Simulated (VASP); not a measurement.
Ga, 2 atoms in the cell. It takes space group P6_3/mmc (No. 194, hexagonal). Conventional cell: a = 2.901 Å, b = 2.901 Å, c = 4.699 Å, α = 90.00°, β = 90.00°, γ = 120.00°. Ga (site symmetry -6m2) has 12 Ga at 2.89 to 2.90 Å within 3.8 Å. This isn't the form of Ga at room conditions, which is orthorhombic.

| Property | Result |
| --- | --- |
| Program | VASP 6.6.1 |
| Task | relaxation of cell and atoms |
| Functional | PBE |
| Potentials or basis | VASP PAW PBE potentials, release 64 (Ga_d) |
| Cutoff | 600 eV |
| k mesh | 15 × 15 × 8 |
| Occupations | fermi-dirac, width 0.05 eV |
| Spin | no spin polarisation |
| Target pressure | 7.4 GPa |
| Dipole correction | no |
| Further INCAR settings | ALGO = Normal; EDIFF = 1e-06; IBRION = 2; EDIFFG = -0.005; NSW = 60; ISIF = 3 |

Potentials or basis: VASP PAW PBE potentials, release 64 (Ga_d).

Launch:

```console
$ cat potpaw_PBE.64/Ga_d/POTCAR > POTCAR
$ mpirun -np 1 vasp_std > vasp.out
```

Hardware: 1 thread of Intel(R) Xeon(R) Platinum 8175M CPU @ 2.50GHz (Skylake/Cascade Lake) (shared host).

Q: How long does it take, and how much memory?

A: Wall time 7.3 min on 1 thread of Intel(R) Xeon(R) Platinum 8175M CPU @ 2.50GHz (Skylake/Cascade Lake) (shared host), peak memory 0.22 GiB. Counts: scf iterations 78, k points 135, ion steps 14.
